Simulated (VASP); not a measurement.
Ca:

```
Ca
1.0
     0.00000    2.79420    2.79420
     2.79420    0.00000    2.79420
     2.79420    2.79420    0.00000
Ca
1
Direct
  0.00000 0.00000 0.00000
```

```yaml
Program: VASP 6.6.1
Task: relaxation of cell and atoms
Functional: PBEsol
Potentials_or_basis: VASP PAW PBE potentials, release 64 (Ca_sv)
Cutoff: 600 eV
k_mesh: 13 × 13 × 13
Occupations: fermi-dirac, width 0.02 eV
Spin: no spin polarisation
```

At the start: pressure -1.2 GPa; volume 43.63 Å³/atom.

Task: Where does the relaxation end?

Result: Over 3 steps the energy falls by 11.1 meV/atom and the volume is 40.61 Å³/atom (-6.9 %); space group Fm-3m (No. 225, to 0.05 Å).

Step by step:
```
step  energy change (eV)  largest force (eV/Å)  pressure (GPa)  volume (Å³)
   1              0.0000                0.0000           -1.15        43.63
   2             -0.0097                0.0000           -0.43        41.68
   3             -0.0111                0.0000            0.02        40.61
```

Final structure:
```
Ca
1.0
     0.00000    2.72809    2.72809
     2.72809    0.00000    2.72809
     2.72809    2.72809    0.00000
Ca
1
Direct
  0.00000 0.00000 0.00000
```

Caveat: the PAW data sets were made with another functional, which shifts forces and pressure a little.
